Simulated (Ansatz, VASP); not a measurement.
Ca: VASP beside Ansatz

```
Ca
1.0
     0.00000    2.81198    2.81198
     2.81198    0.00000    2.81198
     2.81198    2.81198    0.00000
Ca
1
Direct
  0.00000 0.00000 0.00000
```

Alike in both runs: task single point; functional r2SCAN; k mesh 14 × 14 × 14; occupations gaussian, width 0.1 eV; no spin polarisation.

|  | VASP | Ansatz |
| --- | --- | --- |
| version | VASP 6.6.1 | Ansatz 0.2.0 |
| potentials or method | VASP PAW PBE potentials, release 64 (Ca_sv), cutoff 520 eV | scalar-relativistic, plane waves, PAW |
| valence electrons in the cell | 10 | 10 |

|  | VASP | Ansatz | Ansatz less VASP |
| --- | --- | --- | --- |
| gap on the k mesh at the Fermi level (eV) | none | none | - |
| pressure (GPa) | -0.5 | -0.5 | -0.04 |

VASP's potentials were made for PBE, not for r2SCAN. A gap of «none» marks a metal or a gap that the smearing closes.
